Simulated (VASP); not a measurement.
# CdS (P6_3mc) in VASP: notebook

The runs below take CdS through single point, relaxation of cell and atoms, with LDA.

Program: VASP 6.6.1. These are calculated values, not measurements. Logs are shortened: lines on timing, memory, paths and dates and some standing lists are left out, and cuts for length are marked.

### Step 1. The cell of the first run

It takes space group P6_3mc (No. 186, hexagonal). Conventional cell: a = 4.169 Å, b = 4.169 Å, c = 6.780 Å, α = 90.00°, β = 90.00°, γ = 120.00°. Within 3.4 Å of Cd (site symmetry 3m) lie 4 S at 2.55 Å. Within 3.4 Å of S (site symmetry 3m) lie 4 Cd at 2.55 Å.

### Step 2. Single point, LDA

INCAR reads:

```
SYSTEM = CdS
PREC = Accurate
ENCUT = 520
EDIFF = 1E-6
ISMEAR = 0
SIGMA = 0.1
LREAL = .FALSE.
LASPH = .TRUE.
NELM = 60
ALGO = Normal
ISIF = 2
LWAVE = .FALSE.
LCHARG = .FALSE.
NBANDS = 26
```

KPOINTS reads:

```
Automatic mesh
0
G
  6 6 4
  0 0 0
```

POSCAR reads:

```
CdS
1.0
    4.1688381000      0.0000000000      0.0000000000
   -2.0844190500      3.6103197000      0.0000000000
    0.0000000000      0.0000000000      6.7796174100
Cd S
2 2
Direct
    0.6666666700      0.3333333300      0.5002243700
    0.3333333300      0.6666666700      0.0002243700
    0.6666666700      0.3333333300      0.8767756300
    0.3333333300      0.6666666700      0.3767756300
```

Potentials or basis: VASP PAW LDA potentials, release 64 (Cd, S).

Launch:

```
$ cat potpaw_LDA.64/Cd/POTCAR potpaw_LDA.64/S/POTCAR > POTCAR
$ mpirun -np 1 vasp_std > vasp.out
```

OUTCAR:

```text
SYSTEM = CdS
   PREC = Accurate
   ENCUT = 520
   EDIFF = 1E-6
   ISMEAR = 0
   LREAL = .FALSE.
   LASPH = .TRUE.
   NELM = 60
   ISIF = 2

 ion  position               nearest neighbor table
   1  0.667  0.333  0.500-   4 2.55   4 2.55   4 2.55   3 2.55
   2  0.333  0.667  0.000-   3 2.55   3 2.55   3 2.55   4 2.55
   3  0.667  0.333  0.877-   2 2.55   2 2.55   2 2.55   1 2.55
   4  0.333  0.667  0.377-   1 2.55   1 2.55   1 2.55   2 2.55

  LATTYP: Found a hexagonal cell.
 ALAT       =     4.1688381000
 C/A-ratio  =     1.6262606624

  Lattice vectors:

 A1 = (   4.1688381000,   0.0000000000,   0.0000000000)
 A2 = (  -2.0844190500,   3.6103197000,   0.0000000000)
 A3 = (   0.0000000000,   0.0000000000,   6.7796174100)

Analysis of symmetry for initial positions (statically):
=====================================================================
 Subroutine PRICEL returns:
 Original cell was already a primitive cell.

 Routine SETGRP: Setting up the symmetry group for a
 hexagonal supercell.

 Subroutine GETGRP returns: Found 12 space group operations
 (whereof  6 operations were pure point group operations)
 out of a pool of 24 trial point group operations.

The static configuration has the point symmetry C_3v.
 The point group associated with its full space group is C_6v.

Analysis of symmetry for dynamics (positions and initial velocities):
=====================================================================
 Subroutine PRICEL returns:
 Original cell was already a primitive cell.

 Routine SETGRP: Setting up the symmetry group for a
 hexagonal supercell.

 Subroutine GETGRP returns: Found 12 space group operations
 (whereof  6 operations were pure point group operations)
 out of a pool of 24 trial point group operations.

The dynamic configuration has the point symmetry C_3v.
 The point group associated with its full space group is C_6v.

 Subroutine INISYM returns: Found 12 space group operations
 (whereof  6 operations are pure point group operations),
 and found     1 'primitive' translations

----------------------------------------------------------------------------------------

                                     Primitive cell

  volume of cell :     102.0389

  direct lattice vectors                    reciprocal lattice vectors
     4.168838100  0.000000000  0.000000000     0.239874991  0.138491890  0.000000000
    -2.084419050  3.610319700  0.000000000     0.000000000  0.276983781  0.000000000
     0.000000000  0.000000000  6.779617410     0.000000000  0.000000000  0.147500949

  length of vectors
     4.168838100  4.168838101  6.779617410     0.276983781  0.276983781  0.147500949

  position of ions in fractional coordinates (direct lattice)
     0.666666670  0.333333330  0.500224370
     0.333333330  0.666666670  0.000224370
     0.666666670  0.333333330  0.876775630
     0.333333330  0.666666670  0.376775630

  ion indices of the primitive-cell ions
   primitive index   ion index
                 1           1
                 2           2
                 3           3
                 4           4

----------------------------------------------------------------------------------------

 KPOINTS: Automatic mesh

Automatic generation of k-mesh.
 Grid dimensions read from file:
 generate k-points for:    6    6    4

 Generating k-lattice:

  Cartesian coordinates                     Fractional coordinates (reciprocal lattice)
     0.039979165  0.023081982  0.000000000     0.166666667 -0.000000000  0.000000000
     0.000000000  0.046163963  0.000000000     0.000000000  0.166666667  0.000000000
     0.000000000  0.000000000  0.036875237     0.000000000  0.000000000  0.250000000

  Length of vectors
     0.046163963  0.046163963  0.036875237

  Shift w.r.t. Gamma in fractional coordinates (k-lattice)
     0.000000000  0.000000000  0.000000000

 Subroutine IBZKPT returns following result:
 ===========================================

 Found     21 irreducible k-points:

 Following reciprocal coordinates:
            Coordinates               Weight
  0.000000  0.000000  0.000000      1.000000
  0.166667  0.000000  0.000000      6.000000
  0.333333  0.000000  0.000000      6.000000
  0.500000  0.000000  0.000000      3.000000
  0.166667  0.166667  0.000000      6.000000
  0.333333  0.166667  0.000000     12.000000
[... 13 lines left out ...]
  0.333333  0.166667  0.500000     12.000000
  0.333333  0.333333  0.500000      2.000000
   k-points           NKPTS =     21   k-points in BZ     NKDIM =     21   number of bands    NBANDS=     26
   number of dos      NEDOS =    301   number of ions     NIONS =      4
   total plane-waves  NPLWV =  51200
   dimension x,y,z NGX =    32 NGY =   32 NGZ =   50
   dimension x,y,z NGXF=    64 NGYF=   64 NGZF=  100
   ions per type =               2   2
   NGX,Y,Z   is equivalent  to a cutoff of  12.76, 12.76, 12.26 a.u.
   NGXF,Y,Z  is equivalent  to a cutoff of  25.52, 25.52, 24.52 a.u.
 SYSTEM =  CdS
   PREC   = accura    normal or accurate (medium, high low for compatibility)
   ISTART =      0    job   : 0-new  1-cont  2-samecut
   ICHARG =      2    charge: 1-file 2-atom 10-const
   ISPIN  =      1    spin polarized calculation?
   LNONCOLLINEAR =      F non collinear calculations
   LSORBIT =      F    spin-orbit coupling
   LASPH  =      T    aspherical Exc in radial PAW
   ENCUT  =  520.0 eV  38.22 Ry    6.18 a.u.   7.75  7.75 12.61*2*pi/ulx,y,z
   NELM   =     60;   NELMIN=  2; NELMDL= -5     # of ELM steps
   EDIFF  = 0.1E-05   stopping-criterion for ELM
   LREAL  =      F    real-space projection
   EDIFFG = 0.1E-04   stopping-criterion for IOM
   NSW    =      0    number of steps for IOM
   IBRION =     -1    ionic relax: 0-MD 1-quasi-New 2-CG
   NFREE  =      0    steps in history (QN), initial steepest desc. (CG)
   ISIF   =      2    stress and relaxation
   ISYM   =      2    0-nonsym 1-usesym 2-fastsym
   POTIM  = 0.5000    time-step for ionic-motion
   TEBEG  =    0.0;   TEEND  =   0.0 temperature during run
   PSTRESS=    0.0 pullay stress
   NELECT =      36.0000    total number of electrons
   NUPDOWN=      -1.0000    fix difference up-down
   EMIN   =  10.00;   EMAX   =-10.00  energy-range for DOS
   EFERMI =   0.00;   METHOD = LEGACY
   ISMEAR =     0;   SIGMA  =   0.10  broadening in eV -4-tet -1-fermi 0-gaus
   EFERMI_NEDOS =   21; number of points for ismear=-14 and -15
   IALGO  =     38    algorithm
   IMIX   =      4    mixing-type and parameters
     AMIX     =   0.40;   BMIX     =  1.00
     AMIX_MAG =   1.60;   BMIX_MAG =  1.00
  volume/ion in A,a.u.               =      25.51       172.15
  Fermi-wavevector in a.u.,A,eV,Ry     =   1.156788  2.186012 18.206746  1.338158
  Thomas-Fermi vector in A             =   2.293405
   LORBIT       =      0    0 simple, 1 ext, 2 COOP (PROOUT), +10 PAW based schemes
   GGA     = CA    functional components
   LHFCALC =     F    Hartree Fock is set to
   AEXX    =    0.0000 exact exchange contribution
   IVDW    =     0    specifies the selected vdW correction
   LEPSILON=     F    determine dielectric tensor
   LRPA    =     F    only Hartree local field effects (RPA)
 non-spin polarized calculation
 Gauss-broadening in eV      SIGMA  =   0.10
  energy-cutoff  :      520.00
  volume of cell :      102.04
 maximum number of plane-waves:      2786
 NGX is ok and might be reduce to    32
   NGX = 15   NGY = 15   NGZ = 25

 number of electron      35.9999997 magnetization

 Free energy of the ion-electron system (eV)
  ---------------------------------------------------
  ext. energy  EPLUGINS =         0.00000000
  ---------------------------------------------------
  free energy    TOTEN  =       -14.74957844 eV

  energy without entropy =      -14.74957844  energy(sigma->0) =      -14.74957844

 E-fermi :   1.3706     XC(G=0):  -9.4539

 val. band max:        0.8878881703   @ k =   0.0000   0.0000   0.0000
 cond. band min:       1.7899839136   @ k =   0.0000   0.0000   0.0000
 fundamental gap:      0.9020957433
 Fermi energy:         1.3705775500

 k-point     1 :       0.0000    0.0000    0.0000
  band No.  band energies     occupation
      1     -11.3022      2.00000
      2     -10.8786      2.00000
      3      -6.7729      2.00000
      4      -6.7651      2.00000
      5      -6.7651      2.00000
      6      -6.6864      2.00000
[... 18 lines left out ...]
     25       8.2893      0.00000
     26       8.2893      0.00000

 k-point     2 :       0.1667    0.0000    0.0000
  band No.  band energies     occupation
      1     -11.2091      2.00000
      2     -10.8387      2.00000
      3      -6.7432      2.00000
      4      -6.7296      2.00000
      5      -6.6962      2.00000
      6      -6.6415      2.00000
[... 18 lines left out ...]
     25       8.1753      0.00000
     26       8.8493      0.00000

 k-point     3 :       0.3333    0.0000    0.0000
  band No.  band energies     occupation
      1     -11.0078      2.00000
      2     -10.7721      2.00000
      3      -6.6916      2.00000
      4      -6.6757      2.00000
      5      -6.5594      2.00000
      6      -6.5332      2.00000
[... 18 lines left out ...]
     25       9.0018      0.00000
     26       9.4473      0.00000

 k-point     4 :       0.5000    0.0000    0.0000
  band No.  band energies     occupation
      1     -10.8890      2.00000
      2     -10.7567      2.00000
      3      -6.6766      2.00000
      4      -6.6595      2.00000
      5      -6.4862      2.00000
      6      -6.4851      2.00000
[... 18 lines left out ...]
     25       9.0500      0.00000
     26      10.6600      0.00000
[... 409 lines left out ...]
      1     -10.9152      2.00000
      2     -10.9152      2.00000
      3      -6.6490      2.00000
      4      -6.6490      2.00000
      5      -6.6239      2.00000
      6      -6.6239      2.00000
[... 18 lines left out ...]
     25       8.6792      0.00000
     26       8.6792      0.00000

 k-point    20 :       0.3333    0.1667    0.5000
  band No.  band energies     occupation
      1     -10.8134      2.00000
      2     -10.8134      2.00000
      3      -6.6236      2.00000
      4      -6.6236      2.00000
      5      -6.5778      2.00000
      6      -6.5778      2.00000
[... 18 lines left out ...]
     25       9.1311      0.00000
     26       9.1311      0.00000

 k-point    21 :       0.3333    0.3333    0.5000
  band No.  band energies     occupation
      1     -10.7807      2.00000
      2     -10.7807      2.00000
      3      -6.5939      2.00000
      4      -6.5939      2.00000
      5      -6.5781      2.00000
      6      -6.5781      2.00000
[... 18 lines left out ...]
     25      10.0183      0.00000
     26      10.0183      0.00000

------------------------ aborting loop because EDIFF is reached ----------------------------------------

  FORCE on cell =-STRESS in cart. coord.  units (eV):
  Direction    XX          YY          ZZ          XY          YZ          ZX
  --------------------------------------------------------------------------------------
  -------------------------------------------------------------------------------------
  Total       -2.2479785     -2.2479785     -2.2049576      0.0000000      0.0000000      0.0000000
  in kB      -35.2969239    -35.2969239    -34.6214263      0.0000000      0.0000000      0.0000000
  external PRESSURE =     -35.0717580 kB  Pullay stress =       0.0000000 kB

 VOLUME and BASIS-vectors are now :
 -----------------------------------------------------------------------------
  energy-cutoff  :      520.00
  volume of cell :      102.04
      direct lattice vectors                 reciprocal lattice vectors
     4.168838100  0.000000000  0.000000000     0.239874991  0.138491890  0.000000000
    -2.084419050  3.610319700  0.000000000     0.000000000  0.276983781  0.000000000
     0.000000000  0.000000000  6.779617410     0.000000000  0.000000000  0.147500949

 POSITION                                       TOTAL-FORCE (eV/Angst)
 -----------------------------------------------------------------------------------
      2.08442      1.20344      3.39133         0.000000      0.000000     -0.002478
     -0.00000      2.40688      0.00152        -0.000000     -0.000000     -0.002478
      2.08442      1.20344      5.94420         0.000000      0.000000      0.002478
     -0.00000      2.40688      2.55439        -0.000000     -0.000000      0.002478
 -----------------------------------------------------------------------------------
    total drift:                               -0.000015      0.000009     -0.000332

  FREE ENERGIE OF THE ION-ELECTRON SYSTEM (eV)
  ---------------------------------------------------
  free  energy   TOTEN  =       -14.7495784393 eV

  energy  without entropy=      -14.7495784393  energy(sigma->0) =      -14.74957844
```

Run time: 54 s. Hardware: 1 thread of Intel Xeon 8259CL, shared host; peak memory 0.2 GiB.

Results:

| Quantity | Value |
| --- | --- |
| Free energy | -14.7496 eV |
| Pressure | -3.5 GPa |
| Band gap on the k mesh | 0.90 eV |

Forces on the atoms (eV/Å):
```
Cd   0.000  0.000 -0.002
Cd   0.000  0.000 -0.002
S    0.000  0.000  0.002
S    0.000  0.000  0.002
```

Caveat: the cell stands under tension.

### Step 3. Relaxation of cell and atoms, LDA

INCAR reads:

```
ALGO = Normal
EDIFF = 1E-7
EDIFFG = -0.002
ENCUT = 600
GGA = CA
IBRION = 2
ISIF = 3
ISMEAR = 0
LASPH = True
LCHARG = False
LREAL = False
LWAVE = False
NELM = 80
NSW = 100
PREC = Accurate
SIGMA = 0.02
```

KPOINTS reads:

```
k-points
0
Gamma
  6 6 4
```

POSCAR is that of step 2.

Potentials or basis: VASP PAW LDA potentials, release 64 (Cd, S).

Launch:

```
$ cat potpaw_LDA.64/Cd/POTCAR potpaw_LDA.64/S/POTCAR > POTCAR
$ mpirun -np 1 vasp_std > vasp.out
```

Run time: 5.1 min. Hardware: 1 thread of Intel Xeon 8259CL, shared host; peak memory 0.24 GiB.

Results (log left out):

- Free energy: -14.8179 eV
- Relaxed volume: 24.03 Å³/atom
- Relaxed cell: a = 4.085 Å, b = 4.085 Å, c = 6.652 Å, α = 90.00°, β = 90.00°, γ = 120.00°
- Space group after relaxing (to 0.1 Å): P6_3mc (No. 186)
- Energy gained by relaxing: 17.2 meV/atom
- Ionic steps: 9
- Pressure after relaxing: 0.0 GPa
- Band gap on the k mesh: 1.04 eV

Step by step:
| step | energy change (eV) | largest force (eV/Å) | pressure (GPa) | volume (Å³) |
| --- | --- | --- | --- | --- |
| 1 | 0.0000 | 0.0026 | -3.52 | 102.04 |
| 2 | -0.0580 | 0.0096 | 1.61 | 93.99 |
| 3 | -0.0686 | 0.0053 | 0.00 | 96.13 |
| 4 | -0.0686 | 0.0055 | 0.08 | 96.01 |
| 5 | -0.0686 | 0.0044 | -0.03 | 96.18 |
| 6 | -0.0686 | 0.0046 | -0.01 | 96.15 |
| 7 | -0.0686 | 0.0047 | -0.01 | 96.14 |
| 8 | -0.0686 | 0.0038 | 0.00 | 96.14 |
| 9 | -0.0686 | 0.0014 | 0.00 | 96.14 |

Final structure:
```
Cd S
1.0
     4.08507    0.00000    0.00000
    -2.04254    3.53778    0.00000
     0.00000    0.00000    6.65203
Cd S
2 2
Direct
  0.66667 0.33333 0.50037
  0.33333 0.66667 0.00037
  0.66667 0.33333 0.87663
  0.33333 0.66667 0.37663
```

Levels at points of the mesh, in eV from the valence-band top:
```csv
k point,band 15,band 16,band 17,band 18,band 19,band 20,band 21,band 22
"(0.00, 0.00, 0.00)",-0.83,-0.06,0.00,0.00,1.04,2.62,6.29,6.29
"(0.50, 0.00, 0.00)",-2.88,-2.04,-1.44,-0.83,3.60,3.67,4.88,6.33
"(0.00, 0.00, 0.50)",-0.43,-0.43,-0.43,-0.43,2.71,2.71,6.01,6.01
"(0.50, 0.00, 0.50)",-1.47,-1.47,-1.45,-1.45,3.26,3.26,5.21,5.21
```
